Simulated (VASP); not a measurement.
# PtS2 in VASP: further runs, part 2 of 2

VASP 6.6.1. The steps go on from the part before.

## (5) Single point, PBE+D3(BJ) (layers slid over each other)

Contents of INCAR:

```
ALGO     = Normal         # electronic algorithm
DIPOL    = 0.5 0.5 0.382
EDIFF    = 1E-7           # SCF threshold, eV
ENCUT    = 520            # plane-wave cutoff, eV
GGA      = PE             # functional
IDIPOL   = 3            
ISIF     = 2              # what is computed and relaxed
ISMEAR   = 0              # smearing method
IVDW     = 12             # dispersion correction
LASPH    = True           # aspherical terms in the spheres
LCHARG   = True           # write CHGCAR
LDIPOL   = True         
LELF     = True           # ELF
LREAL    = False          # projectors in reciprocal space
LVACPOTAV= True         
LVHAR    = True         
LWAVE    = False          # write WAVECAR
NBANDS   = 31             # bands
NELM     = 100            # most SCF steps
PREC     = Accurate       # precision mode
SIGMA    = 0.05           # smearing width, eV
```

Contents of KPOINTS:

```
k-points
0
Gamma
  9 9 1
```

Contents of POSCAR:

```
PtS2
1.0
    3.5415278079      0.0000000000      0.0000000000
   -1.7707639039      3.0670530498      0.0000000000
    0.0000000000      0.0000000000     22.4670615492
S Pt
4 2
Direct
    0.6666666667      0.3333333333      0.2002932155
    0.3333333333      0.6666666667      0.3108341854
    1.0000000000      0.0000000000      0.4537100124
    1.3333333333     -0.3333333333      0.5642509823
    0.0000000000      0.0000000000      0.2555637004
    1.6666666667      0.3333333333      0.5089804974
```

On the command line:

```sh
$ cat potpaw_PBE.64/S/POTCAR potpaw_PBE.64/Pt/POTCAR > POTCAR
$ mpirun -np 1 vasp_std > vasp.out
```

It took 5.9 min on 1 thread of Intel Xeon 8259CL, shared host; peak memory 0.39 GiB.

The run converged. Its results:

* Free energy: -32.8310 eV
* Largest force: 0.102 eV/Å
* Band gap on the k mesh: 1.41 eV (least direct gap 1.55 eV)
* Dispersion energy per atom: -0.322 eV

Forces on the atoms (eV/Å):
```
S    0.000  0.000  0.040
S    0.000  0.000  0.014
S    0.000  0.000  0.001
S    0.000  0.000 -0.036
Pt   0.000  0.000  0.082
Pt   0.000  0.000 -0.102
```

Levels at points of the mesh, in eV from the valence-band top:
| k point | band 19 | band 20 | band 21 | band 22 | band 23 | band 24 | band 25 | band 26 |
| --- | --- | --- | --- | --- | --- | --- | --- | --- |
| (0.00, 0.00, 0.00) | -0.58 | -0.51 | -0.51 | -0.44 | 2.89 | 2.89 | 2.98 | 2.98 |

Caveat: the cell differs from its parent crystal (layers slid over each other); spin-orbit coupling is left out, which moves the levels of the heavy elements.

## (6) Single point, PBE+D3(BJ) (layers slid over each other)

Contents of INCAR:

```
PREC = Accurate
ENCUT = 520
EDIFF = 1E-7
ISMEAR = 0
SIGMA = 0.05
LREAL = F
LASPH = T
NELM = 100
ALGO = Normal
ISIF = 2
LWAVE = F
LCHARG = F
LDIPOL = T
IDIPOL = 3
DIPOL = 0.5 0.5 0.394
GGA = PE
IVDW = 12
NBANDS = 31
```

Contents of KPOINTS:

```
regular mesh
0
Gamma
  9 9 1
```

Contents of POSCAR:

```
PtS2
1.0
    3.5415278079      0.0000000000      0.0000000000
   -1.7707639039      3.0670530498      0.0000000000
    0.0000000000      0.0000000000     22.4670615492
S Pt
4 2
Direct
    0.6666666667      0.3333333333      0.2002932155
    0.3333333333      0.6666666667      0.3108341854
    1.0000000000      0.0000000000      0.4773001022
    1.3333333333     -0.3333333333      0.5878410722
    0.0000000000      0.0000000000      0.2555637004
    1.6666666667      0.3333333333      0.5325705872
```

Potentials or basis: VASP PAW PBE potentials, release 64 (S, Pt).

On the command line:

```sh
$ cat potpaw_PBE.64/S/POTCAR potpaw_PBE.64/Pt/POTCAR > POTCAR
$ mpirun -np 1 vasp_std > vasp.out
```

OUTCAR:

```text
PREC = Accurate
   ENCUT = 520
   EDIFF = 1E-7
   ISMEAR = 0
   LREAL = F
   LASPH = T
   NELM = 100
   ISIF = 2
   GGA = PE
   IVDW = 12
 IVDW          = 12

 ion  position               nearest neighbor table
   1  0.667  0.333  0.200-   5 2.39   5 2.39   5 2.39
   2  0.333  0.667  0.311-   5 2.39   5 2.39   5 2.39
   3  0.000  0.000  0.477-   6 2.39   6 2.39   6 2.39
   4  0.333  0.667  0.588-   6 2.39   6 2.39   6 2.39
   5  0.000  0.000  0.256-   1 2.39   1 2.39   1 2.39   2 2.39   2 2.39   2 2.39
   6  0.667  0.333  0.533-   4 2.39   3 2.39   4 2.39   3 2.39   3 2.39   4 2.39
[... 611 lines left out ...]
  -------------------------------------------------------------------------------------
  Total      -0.50992    -0.50992    -0.91403    -0.00000     0.00000    -0.00000
  in kB      -3.34777    -3.34777    -6.00084    -0.00000     0.00000    -0.00000
  external pressure =       -4.23 kB  Pullay stress =        0.00 kB

 VOLUME and BASIS-vectors are now :
 -----------------------------------------------------------------------------
  energy-cutoff  :      520.00
  volume of cell :      244.04
      direct lattice vectors                 reciprocal lattice vectors
     3.541527808  0.000000000  0.000000000     0.282364012  0.163022938  0.000000000
    -1.770763904  3.067053050  0.000000000     0.000000000  0.326045877  0.000000000
     0.000000000  0.000000000 22.467061549     0.000000000  0.000000000  0.044509603

 POSITION                                       TOTAL-FORCE (eV/Angst)
 -----------------------------------------------------------------------------------
      1.77076      1.02235      4.50000         0.000000     -0.000000      0.044008
     -0.00000      2.04470      6.98353         0.000000      0.000000      0.029680
      0.00000      0.00000     10.72353         0.000000     -0.000000     -0.026271
     -0.00000      2.04470     13.20706        -0.000000     -0.000000     -0.042321
      0.00000      0.00000      5.74177         0.000000     -0.000000      0.055365
      1.77076      1.02235     11.96530        -0.000000     -0.000000     -0.060461
 -----------------------------------------------------------------------------------
    total drift:                               -0.000000      0.000000      0.000067

  FREE ENERGIE OF THE ION-ELECTRON SYSTEM (eV)
  ---------------------------------------------------
  free  energy   TOTEN  =       -32.7578643598 eV

  energy  without entropy=      -32.7578643598  energy(sigma->0) =      -32.75786436

 vacuum level on the upper side and lower side of the slab         5.322         5.312
```

stdout:

```text
POSCAR found type information on POSCAR S Pt
 POSCAR found :  2 types and       6 ions
 scaLAPACK will be used
 LDA part: xc-table for (Slater+PW92), standard interpolation
 POSCAR, INCAR and KPOINTS ok, starting setup
 FFT: planning ... GRIDC
 FFT: planning ... GRID_SOFT
 FFT: planning ... GRID
 WAVECAR not read
 entering main loop
```

Run time: 4.4 min. Hardware: 1 thread of Intel Xeon 8259CL, shared host; peak memory 0.39 GiB.

Results:

- Free energy: -32.7579 eV
- Largest force: 0.060 eV/Å
- Band gap on the k mesh: 1.59 eV (least direct gap 1.69 eV)
- Dispersion energy per atom: -0.308 eV

Forces on the atoms (eV/Å):
```
S    0.000  0.000  0.044
S    0.000  0.000  0.030
S    0.000  0.000 -0.026
S    0.000  0.000 -0.042
Pt   0.000  0.000  0.055
Pt   0.000  0.000 -0.060
```

Caveat: the cell differs from its parent crystal (layers slid over each other); spin-orbit coupling is left out, which moves the levels of the heavy elements.

## (7) Overview

```tsv
cell	gap on the mesh (eV)	largest force (eV/Å)
as given, atomic positions A	1.29	0.13
as given, atomic positions B	1.50	0.08
as given, atomic positions C	1.69	0.04
as given, atomic positions D	1.41	0.10
as given, atomic positions E	1.59	0.06
```

Alike in all rows: task single point; level PBE+D3(BJ); potentials or basis VASP PAW PBE potentials, release 64 (S, Pt); no spin polarisation; k mesh 9 × 9 × 1; cutoff (eV) 520; smearing gaussian 0.05 eV.

Caveats: spin-orbit coupling is left out, which moves the levels of the heavy elements.

Absolute energies hang on the potentials; compare differences alone.
